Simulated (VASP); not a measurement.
Wanted: the native input for a VASP 6.6.1 run.

```
Task                   : single point
Functional             : PBEsol
Potentials or basis    : VASP PAW PBE potentials, release 64 (Mg, O)
Cutoff                 : 520 eV
k mesh                 : 10 × 10 × 10
Occupations            : gaussian, width 0.05 eV
Spin                   : no spin polarisation
Dipole correction      : no
Further INCAR settings : ALGO = Normal; EDIFF = 1e-06; NBANDS = 11
```

The structure of MgO lies in POSCAR:

```
MgO
1.0
    0.0000000000      2.0549060650      2.0549060650
    2.0549060650      0.0000000000      2.0549060650
    2.0549060650      2.0549060650      0.0000000000
Mg O
1 1
Direct
    0.0063090101      0.0063090101     -0.0063090101
    0.4904156203      0.4904156203      0.5095843797
```

The input as run:

INCAR

```
ALGO = Normal
EDIFF = 1E-6
ENCUT = 520
GGA = PS
ISIF = 2
ISMEAR = 0
LASPH = True
LCHARG = False
LREAL = False
LWAVE = False
NBANDS = 11
NELM = 80
PREC = Accurate
SIGMA = 0.05
```

KPOINTS

```
k-points
0
Gamma
  10 10 10
```

Potentials or basis: VASP PAW PBE potentials, release 64 (Mg, O).

The run is started by

```bash
$ cat potpaw_PBE.64/Mg/POTCAR potpaw_PBE.64/O/POTCAR > POTCAR
$ mpirun -np 1 vasp_std > vasp.out
```

Results of the run:

```
Pressure               : 14.0 GPa
Largest force          : 0.508 eV/Å
Band gap on the k mesh : 5.38 eV, direct
```

Caveat: the PAW data sets were made with another functional, which shifts forces and pressure a little.

It took 15 s on 1 thread of Intel(R) Xeon(R) Platinum 8488C (Sapphire Rapids), with other jobs on the host, peak memory 0.15 GiB.
